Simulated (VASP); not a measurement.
# MnSb (P6_3/mmc) in VASP: further runs, part 2 of 2

VASP 6.6.1. The steps go on from the part before.

## Step 3: Relaxation of cell and atoms, PBEsol+D4, collinear spin, ferromagnetic start

This run uses another cell than the first one, of 21.55 Å³/atom.

Input file INCAR:

```
  ALGO = Normal
  EDIFF = 1E-6
  EDIFFG = -0.01
  ENCUT = 600
  GGA = PS
  IBRION = 2
  ISIF = 3
  ISMEAR = -1
  ISPIN = 2
  IVDW = 13
  LASPH = T
  LCHARG = F
  LMAXMIX = 4
  LORBIT = 11
  LREAL = F
  LWAVE = F
  MAGMOM = 0 0 4 4
  NELM = 150
  NSW = 60
  PREC = Accurate
  SIGMA = 0.05
```

Input file KPOINTS:

```
k-points
0
Gamma
  7 7 5
```

Input file POSCAR:

```
MnSb
1.0
    4.1500000000      0.0000000000      0.0000000000
   -2.0750000000      3.5940054257      0.0000000000
    0.0000000000      0.0000000000      5.7800000000
Sb Mn
2 2
Direct
    0.6666666667      0.3333333333      0.7500000000
    0.3333333333      0.6666666667      0.2500000000
    0.0000000000      0.0000000000      0.5000000000
    0.0000000000      0.0000000000      0.0000000000
```

Potentials or basis: VASP PAW PBE potentials, release 64 (Sb, Mn_pv).

Command:

```console
> cat potpaw_PBE.64/Sb/POTCAR potpaw_PBE.64/Mn_pv/POTCAR > POTCAR
> mpirun -np 1 vasp_std > vasp.out
```

OUTCAR:

```text
EDIFF = 1E-6
   EDIFFG = -0.01
   ENCUT = 600
   GGA = PS
   IBRION = 2
   ISIF = 3
   ISMEAR = -1
   ISPIN = 2
   IVDW = 13
   LASPH = T
   LORBIT = 11
   LREAL = F
   NELM = 150
   NSW = 60
   PREC = Accurate

 ion  position               nearest neighbor table
   1  0.667  0.333  0.750-   3 2.80   4 2.80   3 2.80   4 2.80   3 2.80   4 2.80   2 3.75   2 3.75
                             2 3.75   2 3.75   2 3.75   2 3.75
   2  0.333  0.667  0.250-   3 2.80   4 2.80   3 2.80   4 2.80   3 2.80   4 2.80   1 3.75   1 3.75
                             1 3.75   1 3.75   1 3.75   1 3.75
   3  0.000  0.000  0.500-   1 2.80   2 2.80   2 2.80   1 2.80   1 2.80   2 2.80   4 2.89   4 2.89

   4  0.000  0.000  0.000-   1 2.80   2 2.80   2 2.80   1 2.80   1 2.80   2 2.80   3 2.89   3 2.89

  LATTYP: Found a hexagonal cell.
 ALAT       =     4.1500000000
 C/A-ratio  =     1.3927710843

  Lattice vectors:

 A1 = (   4.1500000000,   0.0000000000,   0.0000000000)
[... 423 lines left out ...]
 Fermi energy:         9.5817433935

 spin component 1

 k-point     1 :       0.0000    0.0000    0.0000
  band No.  band energies     occupation
      1     -39.7582      1.00000
      2     -39.7582      1.00000
      3     -39.7397      1.00000
      4     -39.7397      1.00000
      5     -39.5492      1.00000
      6     -39.3683      1.00000
[... 685 lines left out ...]
     25      16.1397      0.00000
     26      16.1411      0.00000
 Fermi energy:         9.5817433935

 spin component 2

 k-point     1 :       0.0000    0.0000    0.0000
  band No.  band energies     occupation
      1     -36.9303      1.00000
      2     -36.9072      1.00000
      3     -36.9072      1.00000
      4     -36.8859      1.00000
      5     -36.8859      1.00000
      6     -36.7262      1.00000
[... 720 lines left out ...]
  FREE ENERGIE OF THE ION-ELECTRON SYSTEM (eV)
  ---------------------------------------------------
  free  energy   TOTEN  =       -29.6287137070 eV

  energy  without entropy=      -29.5999071765  energy(sigma->0) =      -29.61431044

 reached required accuracy - stopping structural energy minimisation

 total charge

# of ion       s       p       d       tot
------------------------------------------
    1        1.118   1.331   0.069   2.518
    2        1.118   1.331   0.069   2.518
    3        0.309   6.280   5.175  11.763
    4        0.309   6.280   5.175  11.763
--------------------------------------------------
tot          2.855  15.221  10.488  28.563

 magnetization (x)

# of ion       s       p       d       tot
------------------------------------------
    1       -0.007  -0.103   0.006  -0.103
    2       -0.007  -0.103   0.006  -0.103
    3        0.026   0.027   2.634   2.688
    4        0.026   0.027   2.634   2.688
--------------------------------------------------
tot          0.038  -0.150   5.281   5.169
```

Wall time 15 min (1 thread of AMD EPYC 7R13, shared host); peak memory 0.31 GiB.

Results:

* Free energy: -29.6287 eV
* Relaxed volume: 18.17 Å³/atom
* Relaxed cell: a = 3.951 Å, b = 3.951 Å, c = 5.375 Å, α = 90.00°, β = 90.00°, γ = 120.00°
* Space group after relaxing (to 0.1 Å): P6_3/mmc (No. 194)
* Energy gained by relaxing: 107.4 meV/atom
* Ionic steps: 6
* Pressure after relaxing: 0.0 GPa
* Net moment: 5.32 μB per cell
* Site moments: Sb -0.10; Mn +2.69 μB
* Valence electrons inside the program's atomic spheres: Sb 2.52; Mn 11.76
* Dispersion energy per atom: -0.284 eV

The path:
```
step  energy change (eV)  largest force (eV/Å)  pressure (GPa)  volume (Å³)
   1              0.0000                0.0000           -8.78        86.21
   2             -0.4262                0.0000            0.44        72.30
   3             -0.4266                0.0000            0.00        72.68
   4             -0.4285                0.0000           -0.08        72.68
   5             -0.4296                0.0000           -0.07        72.68
   6             -0.4296                0.0000            0.02        72.68
```

Final structure:
```
CELL_PARAMETERS angstrom
3.95128 0.00000 0.00000
-1.97564 3.42191 0.00000
0.00000 0.00000 5.37549
ATOMIC_POSITIONS crystal
Sb 0.66667 0.33333 0.75000
Sb 0.33333 0.66667 0.25000
Mn 0.00000 0.00000 0.50000
Mn 0.00000 0.00000 0.00000
```

Caveat: the volume moved by over 15 % at a fixed basis, so the end points are rough; the PAW data sets were made with another functional, which shifts forces and pressure a little; the run started ferromagnetic, and an antiferromagnetic order may lie lower in energy.
